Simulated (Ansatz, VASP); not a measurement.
**One calculation of Ge, two programs**

```
CELL_PARAMETERS angstrom
-2.57077 2.73039 1.43695
2.57077 -2.73039 1.43695
2.57077 2.73039 -1.43695
ATOMIC_POSITIONS crystal
Ge 0.18594 0.93594 0.25000
Ge 0.81406 0.06406 0.75000
```

Change from the starting cell: strain +0.030 along x and y, +0.000 along z, atoms carried along.

Alike in both runs: task single point; functional PBEsol; k mesh 20 × 20 × 20; occupations gaussian, width 0.15 eV; no spin polarisation.

```csv
,VASP,Ansatz
version,VASP 6.6.1,Ansatz 0.2.0
potentials or method,"VASP PAW PBE potentials, release 64 (Ge_d), cutoff 520 eV","scalar-relativistic, plane waves, PAW"
valence electrons in the cell,28,28
```

|  | VASP | Ansatz | Ansatz less VASP |
| --- | --- | --- | --- |
| gap on the k mesh at the Fermi level (eV) | none | none | - |
| pressure (GPa) | -6.0 | -5.9 | +0.07 |
| traceless stress, the component that is largest in VASP (GPa) | -1.43 | -1.41 | +0.019 |
| rms of the force components (eV/Å) | 0.025 | 0.025 | -0.0003 |

VASP's potentials were made for PBE, not for PBEsol. Atom by atom the forces differ by 0.000 eV/Å (rms over components). A gap of «none» marks a metal or a gap that the smearing closes.
